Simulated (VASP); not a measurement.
# Ti (P6_3/mmc) in VASP: further runs

Ti is run at these levels: PBE; tasks: single point.

All numbers are computed with VASP 6.6.1; they aren't measurements. Logs are shortened: lines on timing, memory, paths and dates and some standing lists are left out, and cuts for length are marked.

## Step 1: The cell of the first run

It takes space group P6_3/mmc (No. 194, hexagonal). The conventional cell has a = 2.950 Å, b = 2.950 Å, c = 4.680 Å, α = 90.00°, β = 90.00°, γ = 120.00°. Ti (site symmetry -6m2) has 12 Ti at 2.89 to 2.95 Å within 3.8 Å.

## Step 2: Single point, PBE

The input, INCAR:

```
SYSTEM = Ti
PREC = Accurate
ENCUT = 500
EDIFF = 1E-6
ISMEAR = -1
SIGMA = 0.1
LREAL = .False.
LASPH = .True.
NELM = 120
ALGO = Normal
ISIF = 2
LWAVE = .False.
LCHARG = .False.
GGA = PE
NBANDS = 19
GGA_COMPAT = .False.
```

The input, KPOINTS:

```
Automatic mesh
0
Gamma
  8 8 5
  0 0 0
```

The input, POSCAR:

```
Ti
1.0
    2.9500000000      0.0000000000      0.0000000000
   -1.4750000000      2.5547749412      0.0000000000
    0.0000000000      0.0000000000      4.6800000000
Ti
2
Direct
    0.3333333333      0.6666666667      0.2500000000
    0.6666666667      0.3333333333      0.7500000000
```

Potentials or basis: VASP PAW PBE potentials, release 64 (Ti_sv).

Started as:

```sh
$ cat potpaw_PBE.64/Ti_sv/POTCAR > POTCAR
$ mpirun -np 1 vasp_std > vasp.out
```

OUTCAR:

```text
SYSTEM = Ti
   PREC = Accurate
   ENCUT = 500
   EDIFF = 1E-6
   ISMEAR = -1
   LREAL = .False.
   LASPH = .True.
   NELM = 120
   ISIF = 2
   GGA = PE

 ion  position               nearest neighbor table
   1  0.333  0.667  0.250-   2 2.89   2 2.89   2 2.89   2 2.89   2 2.89   2 2.89
   2  0.667  0.333  0.750-   1 2.89   1 2.89   1 2.89   1 2.89   1 2.89   1 2.89

  LATTYP: Found a hexagonal cell.
 ALAT       =     2.9500000000
 C/A-ratio  =     1.5864406780

  Lattice vectors:

 A1 = (   2.9500000000,   0.0000000000,   0.0000000000)
 A2 = (  -1.4750000000,   2.5547749412,   0.0000000000)
 A3 = (   0.0000000000,   0.0000000000,   4.6800000000)

Analysis of symmetry for initial positions (statically):
=====================================================================
 Subroutine PRICEL returns:
 Original cell was already a primitive cell.

 Routine SETGRP: Setting up the symmetry group for a
 hexagonal supercell.

 Subroutine GETGRP returns: Found 24 space group operations
 (whereof 12 operations were pure point group operations)
 out of a pool of 24 trial point group operations.

The static configuration has the point symmetry D_3d.
 The point group associated with its full space group is D_6h.

Analysis of symmetry for dynamics (positions and initial velocities):
=====================================================================
 Subroutine PRICEL returns:
 Original cell was already a primitive cell.

 Routine SETGRP: Setting up the symmetry group for a
 hexagonal supercell.

 Subroutine GETGRP returns: Found 24 space group operations
 (whereof 12 operations were pure point group operations)
 out of a pool of 24 trial point group operations.

The dynamic configuration has the point symmetry D_3d.
 The point group associated with its full space group is D_6h.

 Subroutine INISYM returns: Found 24 space group operations
 (whereof 12 operations are pure point group operations),
 and found     1 'primitive' translations

----------------------------------------------------------------------------------------

                                     Primitive cell

  volume of cell :      35.2712

  direct lattice vectors                    reciprocal lattice vectors
     2.950000000  0.000000000  0.000000000     0.338983051  0.195711956  0.000000000
    -1.475000000  2.554774941  0.000000000     0.000000000  0.391423911  0.000000000
     0.000000000  0.000000000  4.680000000     0.000000000  0.000000000  0.213675214

  length of vectors
     2.950000000  2.950000000  4.680000000     0.391423911  0.391423911  0.213675214

  position of ions in fractional coordinates (direct lattice)
     0.333333333  0.666666667  0.250000000
     0.666666667  0.333333333  0.750000000

  ion indices of the primitive-cell ions
   primitive index   ion index
                 1           1
                 2           2

----------------------------------------------------------------------------------------

 KPOINTS: Automatic mesh

Automatic generation of k-mesh.
 Grid dimensions read from file:
 generate k-points for:    8    8    5

 Generating k-lattice:

  Cartesian coordinates                     Fractional coordinates (reciprocal lattice)
     0.042372881  0.024463994  0.000000000     0.125000000 -0.000000000  0.000000000
     0.000000000  0.048927989  0.000000000     0.000000000  0.125000000  0.000000000
     0.000000000  0.000000000  0.042735043     0.000000000  0.000000000  0.200000000

  Length of vectors
     0.048927989  0.048927989  0.042735043

  Shift w.r.t. Gamma in fractional coordinates (k-lattice)
     0.000000000  0.000000000  0.000000000

 Subroutine IBZKPT returns following result:
 ===========================================

 Found     30 irreducible k-points:

 Following reciprocal coordinates:
            Coordinates               Weight
  0.000000  0.000000  0.000000      1.000000
  0.125000  0.000000  0.000000      6.000000
  0.250000  0.000000  0.000000      6.000000
  0.375000  0.000000  0.000000      6.000000
  0.500000  0.000000  0.000000      3.000000
  0.125000  0.125000  0.000000      6.000000
[... 16 lines left out ...]
  0.250000  0.000000  0.400000     12.000000
  0.375000  0.000000  0.400000     12.000000
 [... further k-points ...]
   k-points           NKPTS =     30   k-points in BZ     NKDIM =     30   number of bands    NBANDS=     19
   number of dos      NEDOS =    301   number of ions     NIONS =      2
   total plane-waves  NPLWV =  20736
   dimension x,y,z NGX =    24 NGY =   24 NGZ =   36
   dimension x,y,z NGXF=    48 NGYF=   48 NGZF=   72
   ions per type =               2
   NGX,Y,Z   is equivalent  to a cutoff of  13.53, 13.53, 12.79 a.u.
   NGXF,Y,Z  is equivalent  to a cutoff of  27.05, 27.05, 25.58 a.u.
 SYSTEM =  Ti
   PREC   = accura    normal or accurate (medium, high low for compatibility)
   ISTART =      0    job   : 0-new  1-cont  2-samecut
   ICHARG =      2    charge: 1-file 2-atom 10-const
   ISPIN  =      1    spin polarized calculation?
   LNONCOLLINEAR =      F non collinear calculations
   LSORBIT =      F    spin-orbit coupling
   LASPH  =      T    aspherical Exc in radial PAW
   ENCUT  =  500.0 eV  36.75 Ry    6.06 a.u.   5.38  5.38  8.53*2*pi/ulx,y,z
   NELM   =    120;   NELMIN=  2; NELMDL= -5     # of ELM steps
   EDIFF  = 0.1E-05   stopping-criterion for ELM
   LREAL  =      F    real-space projection
   EDIFFG = 0.1E-04   stopping-criterion for IOM
   NSW    =      0    number of steps for IOM
   IBRION =     -1    ionic relax: 0-MD 1-quasi-New 2-CG
   NFREE  =      0    steps in history (QN), initial steepest desc. (CG)
   ISIF   =      2    stress and relaxation
   ISYM   =      2    0-nonsym 1-usesym 2-fastsym
   POTIM  = 0.5000    time-step for ionic-motion
   TEBEG  =    0.0;   TEEND  =   0.0 temperature during run
   PSTRESS=    0.0 pullay stress
   NELECT =      24.0000    total number of electrons
   NUPDOWN=      -1.0000    fix difference up-down
   EMIN   =  10.00;   EMAX   =-10.00  energy-range for DOS
   EFERMI =   0.00;   METHOD = LEGACY
   ISMEAR =    -1;   SIGMA  =   0.10  broadening in eV -4-tet -1-fermi 0-gaus
   EFERMI_NEDOS =   21; number of points for ismear=-14 and -15
   IALGO  =     38    algorithm
   IMIX   =      4    mixing-type and parameters
     AMIX     =   0.40;   BMIX     =  1.00
     AMIX_MAG =   1.60;   BMIX_MAG =  1.00
  volume/ion in A,a.u.               =      17.64       119.01
  Fermi-wavevector in a.u.,A,eV,Ry     =   1.439920  2.721055 28.209912  2.073370
  Thomas-Fermi vector in A             =   2.558722
   LORBIT       =      0    0 simple, 1 ext, 2 COOP (PROOUT), +10 PAW based schemes
   GGA     = PE    functional components
   LHFCALC =     F    Hartree Fock is set to
   AEXX    =    0.0000 exact exchange contribution
   IVDW    =     0    specifies the selected vdW correction
   LEPSILON=     F    determine dielectric tensor
   LRPA    =     F    only Hartree local field effects (RPA)
 non-spin polarized calculation
  energy-cutoff  :      500.00
  volume of cell :       35.27
 maximum number of plane-waves:       929
 NGX is ok and might be reduce to    24
   NGX = 11   NGY = 11   NGZ = 17

 number of electron      24.0000002 magnetization

 Free energy of the ion-electron system (eV)
  ---------------------------------------------------
  ext. energy  EPLUGINS =         0.00000000
  ---------------------------------------------------
  free energy    TOTEN  =       -15.70521470 eV

  energy without entropy =      -15.62816312  energy(sigma->0) =      -15.66668891

 E-fermi :   8.1516     XC(G=0): -11.4252

 val. band max:        8.1487588730   @ k =   0.0000   0.0000   0.4000
 cond. band min:       8.2249279932   @ k =   0.1250   0.0000   0.0000
 fundamental gap:      0.0761691201
 Fermi energy:         8.1516341613

 k-point     1 :       0.0000    0.0000    0.0000
  band No.  band energies     occupation
      1     -48.7043      2.00000
      2     -48.5767      2.00000
      3     -25.2720      2.00000
      4     -24.6623      2.00000
      5     -24.6623      2.00000
      6     -24.6002      2.00000
[... 11 lines left out ...]
     18       9.7838      0.00000
     19      11.2736      0.00000

 k-point     2 :       0.1250    0.0000    0.0000
  band No.  band energies     occupation
      1     -48.6902      2.00000
      2     -48.5711      2.00000
      3     -25.2400      2.00000
      4     -24.7272      2.00000
      5     -24.6837      2.00000
      6     -24.6340      2.00000
[... 11 lines left out ...]
     18       9.6942      0.00000
     19      11.3840      0.00000

 k-point     3 :       0.2500    0.0000    0.0000
  band No.  band energies     occupation
      1     -48.6545      2.00000
      2     -48.5594      2.00000
      3     -25.1542      2.00000
      4     -24.8859      2.00000
      5     -24.7896      2.00000
      6     -24.7326      2.00000
[... 11 lines left out ...]
     18      10.3913      0.00000
     19      11.5520      0.00000

 k-point     4 :       0.3750    0.0000    0.0000
  band No.  band energies     occupation
      1     -48.6142      2.00000
      2     -48.5520      2.00000
      3     -25.0465      2.00000
      4     -25.0452      2.00000
      5     -24.9376      2.00000
      6     -24.7792      2.00000
[... 11 lines left out ...]
     18      11.2243      0.00000
     19      11.6497      0.00000

 k-point     5 :       0.5000    0.0000    0.0000
  band No.  band energies     occupation
      1     -48.5939      2.00000
      2     -48.5524      2.00000
      3     -25.1131      2.00000
      4     -24.9971      2.00000
      5     -24.9814      2.00000
      6     -24.7980      2.00000
[... 11 lines left out ...]
     18      11.6822      0.00000
     19      12.4496      0.00000
[... 334 lines left out ...]
      2     -48.6211      2.00000
      3     -25.0458      2.00000
      4     -24.8384      2.00000
      5     -24.6294      2.00000
      6     -24.6294      2.00000
[... 11 lines left out ...]
     18      10.6733      0.00000
     19      11.1173      0.00000

 k-point    22 :       0.1250    0.0000    0.4000
  band No.  band energies     occupation
      1     -48.6494      2.00000
      2     -48.6125      2.00000
      3     -25.0436      2.00000
      4     -24.8628      2.00000
      5     -24.6794      2.00000
      6     -24.6465      2.00000
[... 11 lines left out ...]
     18      10.7170      0.00000
     19      11.1148      0.00000

 k-point    23 :       0.2500    0.0000    0.4000
  band No.  band energies     occupation
      1     -48.6218      2.00000
      2     -48.5924      2.00000
      3     -25.0646      2.00000
      4     -24.9604      2.00000
      5     -24.7690      2.00000
      6     -24.6945      2.00000
[... 11 lines left out ...]
     18      10.9240      0.00000
     19      11.1432      0.00000

 k-point    24 :       0.3750    0.0000    0.4000
  band No.  band energies     occupation
      1     -48.5927      2.00000
      2     -48.5735      2.00000
      3     -25.1415      2.00000
      4     -25.0887      2.00000
      5     -24.7963      2.00000
      6     -24.7264      2.00000
[... 11 lines left out ...]
     18      11.3119      0.00000
     19      11.3920      0.00000

 [... further k-points ...]

------------------------ aborting loop because EDIFF is reached ----------------------------------------

  FORCE on cell =-STRESS in cart. coord.  units (eV):
  Direction    XX          YY          ZZ          XY          YZ          ZX
  --------------------------------------------------------------------------------------
  -------------------------------------------------------------------------------------
  Total       -0.3365998     -0.3365998     -0.3947434      0.0000000     -0.0000000      0.0000000
  in kB      -15.2898748    -15.2898748    -17.9310199      0.0000000     -0.0000000      0.0000000
  external PRESSURE =     -16.1702565 kB  Pullay stress =       0.0000000 kB

 VOLUME and BASIS-vectors are now :
 -----------------------------------------------------------------------------
  energy-cutoff  :      500.00
  volume of cell :       35.27
      direct lattice vectors                 reciprocal lattice vectors
     2.950000000  0.000000000  0.000000000     0.338983051  0.195711956  0.000000000
    -1.475000000  2.554774941  0.000000000     0.000000000  0.391423911  0.000000000
     0.000000000  0.000000000  4.680000000     0.000000000  0.000000000  0.213675214

 POSITION                                       TOTAL-FORCE (eV/Angst)
 -----------------------------------------------------------------------------------
     -0.00000      1.70318      1.17000        -0.000000      0.000000      0.000000
      1.47500      0.85159      3.51000         0.000000     -0.000000      0.000000
 -----------------------------------------------------------------------------------
    total drift:                               -0.000000      0.000000     -0.000000

  FREE ENERGIE OF THE ION-ELECTRON SYSTEM (eV)
  ---------------------------------------------------
  free  energy   TOTEN  =       -15.7052146954 eV

  energy  without entropy=      -15.6281631174  energy(sigma->0) =      -15.66668891
```

It took 12 s on 1 thread of AMD EPYC 9R45 (Zen 5), shared host; peak memory 0.12 GiB.

What came out:

```yaml
Free_energy: -15.7052 eV
Pressure: -1.6 GPa
Band_gap_on_the_k_mesh: zero (bands 12 and 13 overlap by 0.98 eV)
```

Levels at points of the mesh, in eV from the Fermi level:
```csv
k point,band 10,band 11,band 12,band 13,band 14,band 15
"(0.00, 0.00, 0.00)",-2.63,0.74,0.79,0.79,0.89,1.28
"(0.50, 0.00, 0.00)",-2.09,-1.78,-0.61,0.51,0.64,1.18
```

## Step 3: Single point, PBE

The input, INCAR:

```
PREC = Accurate
ENCUT = 500
EDIFF = 1E-6
ISMEAR = -1
SIGMA = 0.1
LREAL = F
LASPH = T
NELM = 120
ALGO = Normal
ISIF = 2
LWAVE = F
LCHARG = F
GGA = PE
NBANDS = 19
GGA_COMPAT = F
```

The input, KPOINTS:

```
regular mesh
0
Gamma
  8 8 5
```

POSCAR is that of step 2.

Potentials or basis: VASP PAW PBE potentials, release 64 (Ti_sv).

Started as:

```sh
$ cat potpaw_PBE.64/Ti_sv/POTCAR > POTCAR
$ mpirun -np 1 vasp_std > vasp.out
```

Wall time 12 s (1 thread of AMD EPYC 9R45 (Zen 5), shared host); peak memory 0.12 GiB.

The run converged. Its results:

| Quantity | Value |
| --- | --- |
| Free energy | -15.7052 eV |
| Pressure | -1.6 GPa |
| Band gap on the k mesh | zero (bands 12 and 13 overlap by 0.98 eV) |

Stress tensor (GPa, compression positive):
```
-1.53  0.00  0.00
 0.00 -1.53  0.00
 0.00  0.00 -1.79
```

Levels at points of the mesh, in eV from the Fermi level:
```tsv
k point	band 9	band 10	band 11	band 12	band 13	band 14	band 15	band 16
(0.00, 0.00, 0.00)	-6.15	-2.63	0.74	0.79	0.79	0.89	1.28	1.28
(0.50, 0.00, 0.00)	-2.30	-2.09	-1.78	-0.61	0.51	0.64	1.18	3.31
```
